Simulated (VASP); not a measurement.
Input of a VASP 6.6.1 run:

Contents of INCAR:

```
PREC = Accurate ; ENCUT = 520
EDIFF = 1E-7 ; ISMEAR = -1
SIGMA = 0.01 ; LREAL = F
LASPH = T ; NELM = 100
ALGO = Normal ; ISIF = 2
LWAVE = F ; LCHARG = F
GGA = PS ; NBANDS = 15
```

File KPOINTS:

```
regular mesh
0
Gamma
  8 8 8
```

File POSCAR:

```
KI
1.0
    0.0000000000      3.5245500000      3.4893045000
    3.5245500000      0.0000000000      3.4893045000
    3.5245500000      3.5245500000      0.0000000000
K I
1 1
Direct
    0.0000000000      0.0000000000      0.0000000000
    0.5000000000      0.5000000000      0.5000000000
```

Potentials or basis: VASP PAW PBE potentials, release 64 (K_sv, I).

The run is started by

```sh
$ cat potpaw_PBE.64/K_sv/POTCAR potpaw_PBE.64/I/POTCAR > POTCAR
$ mpirun -np 1 vasp_std > vasp.out
```

(1) Predict the band gap on the k mesh.

(2) Predict the pressure.

Answers

(1) 3.85 eV, direct.

(2) -0.1 GPa.

Caveat: the cell differs from its parent crystal (zz strain of -1 %); the PAW data sets were made with another functional, which shifts forces and pressure a little; spin-orbit coupling is left out, which moves the levels of the heavy elements.
